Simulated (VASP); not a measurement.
# Hf (Fm-3m) in VASP: further runs

Aim: see how the results for Hf move with the level of theory and the settings. Levels: PBE, LDA, PBEsol. Tasks: vibrations by perturbation theory, elastic constants.

Program: VASP 6.6.1. These are calculated values, not measurements. Logs are shortened: lines on timing, memory, paths and dates and some standing lists are left out, and cuts for length are marked.

## (1) The cell of the first run

The structure is cubic, space group Fm-3m (No. 225). Conventional cell: a = 4.440 Å, b = 4.440 Å, c = 4.440 Å, α = 90.00°, β = 90.00°, γ = 90.00°. Within 4.1 Å of Hf (site symmetry m-3m) lie 12 Hf at 3.14 Å.

This isn't the form of Hf at room conditions, which is hcp.

## (2) Vibrations by perturbation theory, PBE

File INCAR:

```
SYSTEM = Hf
PREC = Accurate
ENCUT = 520
EDIFF = 1E-8
ISMEAR = -1
SIGMA = 0.05
LREAL = .FALSE.
LASPH = .TRUE.
NELM = 80
ALGO = Normal
ISIF = 2
LWAVE = .FALSE.
LCHARG = .TRUE.
GGA = PE
IBRION = 8
NSW = 1
```

File KPOINTS:

```
Automatic mesh
0
G
  7 7 7
  0 0 0
```

File POSCAR:

```
Hf
1.0
    0.0000000000      2.2200000000      2.2200000000
    2.2200000000      0.0000000000      2.2200000000
    2.2200000000      2.2200000000      0.0000000000
Hf
1
Direct
    0.0000000000      0.0000000000      0.0000000000
```

Potentials or basis: VASP PAW PBE potentials, release 64 (Hf_pv).

Launch:

```
$ cat potpaw_PBE.64/Hf_pv/POTCAR > POTCAR
$ mpirun -np 1 vasp_std > vasp.out
```

OUTCAR:

```text
SYSTEM = Hf
   PREC = Accurate
   ENCUT = 520
   EDIFF = 1E-8
   ISMEAR = -1
   LREAL = .FALSE.
   LASPH = .TRUE.
   NELM = 80
   ISIF = 2
   GGA = PE
   IBRION = 8
   NSW = 1

 ion  position               nearest neighbor table
   1  0.000  0.000  0.000-

  LATTYP: Found a face centered cubic cell.
 ALAT       =     4.4400000000

  Lattice vectors:

 A1 = (   0.0000000000,   2.2200000000,   2.2200000000)
 A2 = (   2.2200000000,   0.0000000000,   2.2200000000)
 A3 = (   2.2200000000,   2.2200000000,   0.0000000000)

Analysis of symmetry for initial positions (statically):
=====================================================================
 Subroutine PRICEL returns:
 Original cell was already a primitive cell.

 Routine SETGRP: Setting up the symmetry group for a
 face centered cubic supercell.

 Subroutine GETGRP returns: Found 48 space group operations
 (whereof 48 operations were pure point group operations)
 out of a pool of 48 trial point group operations.

The static configuration has the point symmetry O_h .

Analysis of symmetry for dynamics (positions and initial velocities):
=====================================================================
 Subroutine PRICEL returns:
 Original cell was already a primitive cell.

 Routine SETGRP: Setting up the symmetry group for a
 face centered cubic supercell.

 Subroutine GETGRP returns: Found 48 space group operations
 (whereof 48 operations were pure point group operations)
 out of a pool of 48 trial point group operations.

The dynamic configuration has the point symmetry O_h .

 Subroutine INISYM returns: Found 48 space group operations
 (whereof 48 operations are pure point group operations),
 and found     1 'primitive' translations

----------------------------------------------------------------------------------------

                                     Primitive cell

  volume of cell :      21.8821

  direct lattice vectors                    reciprocal lattice vectors
     0.000000000  2.220000000  2.220000000    -0.225225225  0.225225225  0.225225225
     2.220000000  0.000000000  2.220000000     0.225225225 -0.225225225  0.225225225
     2.220000000  2.220000000  0.000000000     0.225225225  0.225225225 -0.225225225

  length of vectors
     3.139554108  3.139554108  3.139554108     0.390101533  0.390101533  0.390101533

  position of ions in fractional coordinates (direct lattice)
     0.000000000  0.000000000  0.000000000

  ion indices of the primitive-cell ions
   primitive index   ion index
                 1           1

----------------------------------------------------------------------------------------

 KPOINTS: Automatic mesh

Automatic generation of k-mesh.
 Grid dimensions read from file:
 generate k-points for:    7    7    7

 Generating k-lattice:

  Cartesian coordinates                     Fractional coordinates (reciprocal lattice)
    -0.032175032  0.032175032  0.032175032     0.142857143  0.000000000  0.000000000
     0.032175032 -0.032175032  0.032175032     0.000000000  0.142857143  0.000000000
     0.032175032  0.032175032 -0.032175032     0.000000000  0.000000000  0.142857143

  Length of vectors
     0.055728790  0.055728790  0.055728790

  Shift w.r.t. Gamma in fractional coordinates (k-lattice)
     0.000000000  0.000000000  0.000000000

 Subroutine IBZKPT returns following result:
 ===========================================

 Found     20 irreducible k-points:
[... 53 lines left out ...]
   NUPDOWN=      -1.0000    fix difference up-down
   EMIN   =  10.00;   EMAX   =-10.00  energy-range for DOS
   EFERMI =   0.00;   METHOD = LEGACY
   ISMEAR =    -1;   SIGMA  =   0.05  broadening in eV -4-tet -1-fermi 0-gaus
   EFERMI_NEDOS =   21; number of points for ismear=-14 and -15
   IALGO  =     38    algorithm
   IMIX   =      4    mixing-type and parameters
     AMIX     =   0.40;   BMIX     =  1.00
     AMIX_MAG =   1.60;   BMIX_MAG =  1.00
  volume/ion in A,a.u.               =      21.88       147.67
  Fermi-wavevector in a.u.,A,eV,Ry     =   1.260991  2.382927 21.634588  1.590097
  Thomas-Fermi vector in A             =   2.394472
   LORBIT       =      0    0 simple, 1 ext, 2 COOP (PROOUT), +10 PAW based schemes
   GGA     = PE    functional components
   LHFCALC =     F    Hartree Fock is set to
   AEXX    =    0.0000 exact exchange contribution
   IVDW    =     0    specifies the selected vdW correction
   LEPSILON=     F    determine dielectric tensor
   LRPA    =     F    only Hartree local field effects (RPA)
 non-spin polarized calculation
  energy-cutoff  :      520.00
  volume of cell :       21.88
 maximum number of plane-waves:       609
   NGX = 11   NGY = 11   NGZ = 11

--------------------------------------- Ionic step        1  -------------------------------------------

 number of electron      10.0000000 magnetization

 Free energy of the ion-electron system (eV)
  ---------------------------------------------------
  ext. energy  EPLUGINS =         0.00000000
  ---------------------------------------------------
  free energy    TOTEN  =        -9.84542785 eV

  energy without entropy =       -9.82889161  energy(sigma->0) =       -9.83715973

 E-fermi :   4.8758     XC(G=0): -11.3882

 val. band max:        4.8746032494   @ k =  -0.4286   0.2857   0.1429
 cond. band min:       4.8947310265   @ k =   0.2857   0.0000   0.0000
 fundamental gap:      0.0201277771
 Fermi energy:         4.8758278802

 k-point     1 :       0.0000    0.0000    0.0000
  band No.  band energies     occupation
      1     -25.0464      2.00000
      2     -25.0464      2.00000
      3     -25.0464      2.00000
      4      -2.3910      2.00000
      5       6.3024      0.00000
      6       6.3024      0.00000
      7       6.3024      0.00000
      8       9.1746      0.00000
      9       9.1746      0.00000
[... 217 lines left out ...]
 k-point    20 :      -0.2857    0.4286    0.1429
  band No.  band energies     occupation
      1     -25.6528      2.00000
      2     -25.6006      2.00000
      3     -25.3275      2.00000
      4       3.0991      2.00000
      5       3.8306      2.00000
      6       4.9658      0.28371
      7       7.8433      0.00000
      8      11.2869      0.00000
      9      12.6795      0.00000

------------------------ aborting loop because EDIFF is reached ----------------------------------------

  FORCE on cell =-STRESS in cart. coord.  units (eV):
  Direction    XX          YY          ZZ          XY          YZ          ZX
  --------------------------------------------------------------------------------------
  -------------------------------------------------------------------------------------
  Total        0.4185909      0.4185909      0.4185909      0.0000000      0.0000000     -0.0000000
  in kB       30.6486561     30.6486561     30.6486561      0.0000000      0.0000000     -0.0000000
  external PRESSURE =      30.6486561 kB  Pullay stress =       0.0000000 kB

 VOLUME and BASIS-vectors are now :
 -----------------------------------------------------------------------------
  energy-cutoff  :      520.00
  volume of cell :       21.88
      direct lattice vectors                 reciprocal lattice vectors
     0.000000000  2.220000000  2.220000000    -0.225225225  0.225225225  0.225225225
     2.220000000  0.000000000  2.220000000     0.225225225 -0.225225225  0.225225225
     2.220000000  2.220000000  0.000000000     0.225225225  0.225225225 -0.225225225

 POSITION                                       TOTAL-FORCE (eV/Angst)
 -----------------------------------------------------------------------------------
      0.00000      0.00000      0.00000         0.000000     -0.000000     -0.000000
 -----------------------------------------------------------------------------------
    total drift:                                0.000000      0.000000     -0.000000

  FREE ENERGIE OF THE ION-ELECTRON SYSTEM (eV)
  ---------------------------------------------------
  free  energy   TOTEN  =        -9.8454278474 eV

  energy  without entropy=       -9.8288916070  energy(sigma->0) =       -9.83715973

[... ionic steps 2 to 3 ...]

--------------------------------------- Ionic step        4  -------------------------------------------

 Free energy of the ion-electron system (eV)
  ---------------------------------------------------
  ---------------------------------------------------
  free energy    TOTEN  =        -0.20375873 eV

  energy without entropy =       -0.20375873

------------------------ aborting loop because EDIFF is reached ----------------------------------------

 INTERNAL STRAIN TENSOR  FOR ION    1  DIRECTION 1   (eV/Angst):
 -----------------------------------------------------------------------------
     0.01636 -0.00000  0.00000
    -0.00000  0.00852  0.00000
     0.00000  0.00000  0.00852

 INTERNAL STRAIN TENSOR FOR ION    1 for displacements in x,y,z  (eV/Angst):
          X           Y           Z          XY          YZ          ZX
  --------------------------------------------------------------------------------
  x     0.00000     0.00000     0.00000     0.00000     0.00000     0.00000
  y     0.00000     0.00000     0.00000     0.00000     0.00000     0.00000
  z     0.00000     0.00000     0.00000     0.00000     0.00000     0.00000

 SECOND DERIVATIVES (NOT SYMMETRIZED)
 ------------------------------------
               1X          1Y          1Z
  1X     0.007183    0.000000    0.000000
  1Y     0.000000    0.007183    0.000000
  1Z     0.000000    0.000000    0.007183

 Eigenvectors and eigenvalues of the dynamical matrix
 ----------------------------------------------------

   1 f/i=    0.099173 THz     0.623120 2PiTHz    3.308044 cm-1     0.410145 meV
             X         Y         Z           dx          dy          dz
      0.000000  0.000000  0.000000     1.000000    0.000000    0.000000

   2 f/i=    0.099173 THz     0.623120 2PiTHz    3.308044 cm-1     0.410145 meV
             X         Y         Z           dx          dy          dz
      0.000000  0.000000  0.000000     0.000000    1.000000    0.000000

   3 f/i=    0.099173 THz     0.623120 2PiTHz    3.308044 cm-1     0.410145 meV
             X         Y         Z           dx          dy          dz
      0.000000  0.000000  0.000000     0.000000    0.000000    1.000000

--------------------------------------------------------------------------------------------------------

 ELASTIC MODULI CONTR FROM IONIC RELAXATION (kBar)
 Direction    XX          YY          ZZ          XY          YZ          ZX
 --------------------------------------------------------------------------------
 XX           0.0000      0.0000      0.0000      0.0000      0.0000      0.0000
 YY           0.0000      0.0000      0.0000      0.0000      0.0000      0.0000
 ZZ           0.0000      0.0000      0.0000      0.0000      0.0000      0.0000
 XY           0.0000      0.0000      0.0000      0.0000      0.0000      0.0000
 YZ           0.0000      0.0000      0.0000      0.0000      0.0000      0.0000
 ZX           0.0000      0.0000      0.0000      0.0000      0.0000      0.0000
 --------------------------------------------------------------------------------
```

Wall time 32 s (1 thread of Intel Xeon 8259CL, shared host); peak memory 0.16 GiB.

Caveat: the cell stands under pressure or tension, which shifts response properties; spin-orbit coupling is left out, which moves the levels of the heavy elements.

## (3) Elastic constants, LDA

File INCAR:

```
SYSTEM = Hf
  PREC = Accurate
  ENCUT = 600
  EDIFF = 1E-8
  ISMEAR = -1
  SIGMA = 0.05
  LREAL = .False.
  LASPH = .True.
  NELM = 60
  ALGO = Normal
  ISIF = 3
  LWAVE = .False.
  LCHARG = .True.
  IBRION = 6
  NFREE = 2
  POTIM = 0.015
  NSW = 1
```

File KPOINTS:

```
Automatic mesh
0
Gamma
  7 7 7
  0 0 0
```

POSCAR is that of step 2.

Potentials or basis: VASP PAW LDA potentials, release 64 (Hf_pv).

Launch:

```
$ cat potpaw_LDA.64/Hf_pv/POTCAR > POTCAR
$ mpirun -np 1 vasp_std > vasp.out
```

Run time: 4.7 min. Hardware: 1 thread of Intel Xeon 8259CL, shared host; peak memory 0.19 GiB.

The run converged. Its results:

```yaml
Elastic_constants_C11_C12_C44: 116, 101, 60 GPa
Voigt_bulk_modulus: 106 GPa
```

Elastic tensor in Voigt notation (GPa, in the Cartesian axes of the cell as first typed):
```
116 101 101   0   0   0
101 116 101   0   0   0
101 101 116   0   0   0
  0   0   0  60   0   0
  0   0   0   0  60   0
  0   0   0   0   0  60
```

Clamped-ion elastic tensor (GPa):
```
116 101 101   0   0   0
101 116 101   0   0   0
101 101 116   0   0   0
  0   0   0  60   0   0
  0   0   0   0  60   0
  0   0   0   0   0  60
```

Caveat: the cell is under stress, which shifts elastic constants; spin-orbit coupling is left out, which moves the levels of the heavy elements.

## (4) Elastic constants, PBE

File INCAR:

```
PREC = Accurate
ENCUT = 600
EDIFF = 1E-8
ISMEAR = -1
SIGMA = 0.05
LREAL = F
LASPH = T
NELM = 60
ALGO = Normal
ISIF = 3
LWAVE = F
LCHARG = F
GGA = PE
IBRION = 6
NFREE = 2
POTIM = 0.015
NSW = 1
```

File KPOINTS:

```
regular mesh
0
Gamma
  7 7 7
```

POSCAR is that of step 3.

Potentials or basis: VASP PAW PBE potentials, release 64 (Hf_pv).

Launch:

```
$ cat potpaw_PBE.64/Hf_pv/POTCAR > POTCAR
$ mpirun -np 1 vasp_std > vasp.out
```

It took 5.3 min on 1 thread of Intel Xeon 8259CL, shared host; peak memory 0.2 GiB.

The run converged. Its results:

```yaml
Elastic_constants_C11_C12_C44: 118, 112, 75 GPa
Voigt_bulk_modulus: 114 GPa
```

Elastic tensor in Voigt notation (GPa, in the Cartesian axes of the cell as first typed):
```
118 112 112   0   0   0
112 118 112   0   0   0
112 112 118   0   0   0
  0   0   0  75   0   0
  0   0   0   0  75   0
  0   0   0   0   0  75
```

Clamped-ion elastic tensor (GPa):
```
118 112 112   0   0   0
112 118 112   0   0   0
112 112 118   0   0   0
  0   0   0  75   0   0
  0   0   0   0  75   0
  0   0   0   0   0  75
```

Caveat: the cell is under stress, which shifts elastic constants; spin-orbit coupling is left out, which moves the levels of the heavy elements.

## (5) Elastic constants, PBEsol

File INCAR:

```
  PREC = Accurate
  ENCUT = 600
  EDIFF = 1E-8
  ISMEAR = -1
  SIGMA = 0.05
  LREAL = False
  LASPH = True
  NELM = 80
  ALGO = Normal
  ISIF = 3
  LWAVE = False
  LCHARG = True
  GGA = PS
  NBANDS = 11
  IBRION = 6
  NFREE = 2
  POTIM = 0.015
  NSW = 1
```

KPOINTS is that of step 4.

POSCAR is that of step 4.

Potentials or basis: VASP PAW PBE potentials, release 64 (Hf_pv).

Launch:

```
$ cat potpaw_PBE.64/Hf_pv/POTCAR > POTCAR
$ mpirun -np 1 vasp_std > vasp.out
```

OUTCAR:

```text
PREC = Accurate
   ENCUT = 600
   EDIFF = 1E-8
   ISMEAR = -1
   LREAL = False
   LASPH = True
   NELM = 80
   ISIF = 3
   GGA = PS
   IBRION = 6
   NFREE = 2
   POTIM = 0.015
   NSW = 1

 ion  position               nearest neighbor table
   1  0.000  0.000  0.000-

  LATTYP: Found a face centered cubic cell.
[... 706 lines left out ...]
      0.000000  0.000000  0.000000     0.501036   -0.865426    0.000000

   2 f/i=    0.000000 THz     0.000000 2PiTHz    0.000000 cm-1     0.000000 meV
             X         Y         Z           dx          dy          dz
      0.000000  0.000000  0.000000    -0.865426   -0.501036    0.000000

   3 f/i=    0.000000 THz     0.000000 2PiTHz    0.000000 cm-1     0.000000 meV
             X         Y         Z           dx          dy          dz
      0.000000  0.000000  0.000000     0.000000    0.000000    1.000000

--------------------------------------------------------------------------------------------------------

 ELASTIC MODULI CONTR FROM IONIC RELAXATION (kBar)
 Direction    XX          YY          ZZ          XY          YZ          ZX
 --------------------------------------------------------------------------------
 XX           0.0000      0.0000      0.0000      0.0000      0.0000      0.0000
 YY           0.0000      0.0000      0.0000      0.0000      0.0000      0.0000
 ZZ           0.0000      0.0000      0.0000      0.0000      0.0000      0.0000
 XY           0.0000      0.0000      0.0000      0.0000      0.0000      0.0000
 YZ           0.0000      0.0000      0.0000      0.0000      0.0000      0.0000
 ZX           0.0000      0.0000      0.0000      0.0000      0.0000      0.0000
 --------------------------------------------------------------------------------

 TOTAL ELASTIC MODULI (kBar)
 Direction    XX          YY          ZZ          XY          YZ          ZX
 --------------------------------------------------------------------------------
 XX        1150.5165   1065.9604   1065.9604     -0.0000     -0.0000     -0.0000
 YY        1065.9604   1150.5165   1065.9604     -0.0000      0.0000      0.0000
 ZZ        1065.9604   1065.9604   1150.5165      0.0000     -0.0000     -0.0000
 XY          -0.0000     -0.0000      0.0000    704.9898     -0.0000      0.0000
 YZ          -0.0000      0.0000     -0.0000     -0.0000    704.9898     -0.0000
 ZX          -0.0000      0.0000     -0.0000      0.0000     -0.0000    704.9898
 --------------------------------------------------------------------------------
```

stdout:

```text
POSCAR found type information on POSCAR Hf
 POSCAR found :  1 types and       1 ions
 scaLAPACK will be used
 -----------------------------------------------------------------------------
|                                                                             |
|                                                                             |
|     You enforced a specific xc type in the INCAR file but a different       |
|     I HOPE YOU KNOW WHAT YOU ARE DOING!                                     |
|                                                                             |
 -----------------------------------------------------------------------------

 LDA part: xc-table for (Slater+PW92), standard interpolation
 POSCAR, INCAR and KPOINTS ok, starting setup
 FFT: planning ... GRIDC
 FFT: planning ... GRID_SOFT
 FFT: planning ... GRID
 WAVECAR not read
 entering main loop
 Found     1 degrees of freedom:
 Adding 6 more for cell shape distortion
 Finite differences POTIM= 0.01500 DOF=   7
 bond charge predicted
 Finite differences progress:
 bond charge predicted
 Finite differences progress:
 bond charge predicted
 Finite differences progress:
 bond charge predicted
 Finite differences progress:
 bond charge predicted
 Finite differences progress:
 bond charge predicted
 Finite differences progress:
 bond charge predicted
 Finite differences progress:
 bond charge predicted
 Finite differences progress:
 bond charge predicted
 Finite differences progress:
 bond charge predicted
 Finite differences progress:
 bond charge predicted
 Finite differences progress:
 bond charge predicted
 Finite differences progress:
 bond charge predicted
 Finite differences progress:
 bond charge predicted
 Finite differences progress:
```

Run time: 6 min. Hardware: 1 thread of Intel Xeon 8259CL, shared host; peak memory 0.21 GiB.

What came out:

```yaml
Elastic_constants_C11_C12_C44: 115, 107, 70 GPa
Voigt_bulk_modulus: 109 GPa
```

Elastic tensor in Voigt notation (GPa, in the Cartesian axes of the cell as first typed):
```
115 107 107   0   0   0
107 115 107   0   0   0
107 107 115   0   0   0
  0   0   0  70   0   0
  0   0   0   0  70   0
  0   0   0   0   0  70
```

Clamped-ion elastic tensor (GPa):
```
115 107 107   0   0   0
107 115 107   0   0   0
107 107 115   0   0   0
  0   0   0  70   0   0
  0   0   0   0  70   0
  0   0   0   0   0  70
```

Caveat: the cell is under stress, which shifts elastic constants; the PAW data sets were made with another functional, which shifts forces and pressure a little; spin-orbit coupling is left out, which moves the levels of the heavy elements.
